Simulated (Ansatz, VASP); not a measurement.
BN in VASP and in Ansatz

```
B N
1.0
     1.20108    0.69344    3.10310
    -1.20108    0.69344    3.10310
     0.00000   -1.38688    3.10310
B N
1 1
Direct
  0.99967 0.99967 0.99967
  0.33276 0.33276 0.33276
```

Change from the starting cell: strain -0.040 along x and y, -0.080 along z, atoms carried along.

Alike in both runs: task single point; functional LDA; k mesh 12 × 12 × 12; occupations gaussian, width 0.05 eV; no spin polarisation.

|  | VASP | Ansatz |
| --- | --- | --- |
| version | VASP 6.6.1 | Ansatz 0.2.0 |
| potentials or method | VASP PAW LDA potentials, release 64 (B, N), cutoff 600 eV | scalar-relativistic, plane waves, PAW |
| valence electrons in the cell | 8 | 8 |

|  | VASP | Ansatz | Ansatz less VASP |
| --- | --- | --- | --- |
| gap on the k mesh at the Fermi level (eV) | 4.09 | 4.11 | +0.020 |
| least direct gap on the mesh (eV) | 4.86 | 4.88 | +0.011 |
| pressure (GPa) | 33.6 | 33.2 | -0.37 |
| traceless stress, the component that is largest in VASP (GPa) | -32.26 | -31.63 | +0.629 |
| rms of the force components (eV/Å) | 0.018 | 0.017 | -0.0004 |

LDA's correlation is that of Perdew and Zunger in VASP and of Perdew and Wang (1992) in Ansatz. Atom by atom the forces differ by 0.000 eV/Å (rms over components). Both programs put the cell under a high pressure, so it lies far from rest at this level.
